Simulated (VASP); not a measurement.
The system is ZrSc.

```
CELL_PARAMETERS angstrom
3.28285 0.00000 0.00000
-1.64142 2.84303 0.00000
0.00000 0.00000 5.15501
ATOMIC_POSITIONS crystal
Zr 0.66667 0.33333 0.00000
Sc 0.00000 0.00000 0.50000
```

Base run:

| Property | Result |
| --- | --- |
| Program | VASP 6.6.1 |
| Functional | BLYP |
| Potentials or basis | VASP PAW PBE potentials, release 64 (Zr_sv, Sc_sv) |
| Cutoff | 520 eV |
| k mesh | 8 × 8 × 5 |
| Occupations | fermi-dirac, width 0.15 eV |
| Spin | no spin polarisation |

Its results: pressure 1.2 GPa.

Task: The run is repeated on the same cell with these changes: functional from BLYP to r2SCAN. What comes out?

Result: Pressure 0.0 GPa.

Caveats: the PAW data sets were made with another functional, which shifts forces and pressure a little.
